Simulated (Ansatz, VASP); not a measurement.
# One calculation of W3C4, two programs

```
C W
1.0
     2.92177    0.00000    0.00000
    -1.46089    2.53033    0.00000
     0.00000    0.00000   23.54123
C W
4 3
Direct
  0.66667 0.33333 0.31859
  0.66667 0.33333 0.43953
  0.66667 0.33333 0.56047
  0.66667 0.33333 0.68141
  0.00000 0.00000 0.37906
  0.00000 0.00000 0.50000
  0.00000 0.00000 0.62094
```

Alike in both runs: task single point; functional PBE; k mesh 12 × 12 × 1; occupations gaussian, width 0.1 eV; no spin polarisation.

|  | VASP | Ansatz |
| --- | --- | --- |
| version | VASP 6.6.1 | Ansatz 0.2.0 |
| potentials or method | VASP PAW PBE potentials, release 64 (C, W_sv), cutoff 520 eV | scalar-relativistic, plane waves, PAW |
| valence electrons in the cell | 58 | 58 |

```tsv
	VASP	Ansatz	Ansatz less VASP
gap on the k mesh at the Fermi level (eV)	none	none	-
rms of the force components (eV/Å)	2.196	2.203	+0.0061
```

A gap of «none» marks a metal or a gap that the smearing closes. The functional is the same, so the differences come from potentials, cutoffs and numerics. Ansatz's warnings: xc potential rough in thin density.

Neither program's run includes spin-orbit coupling.
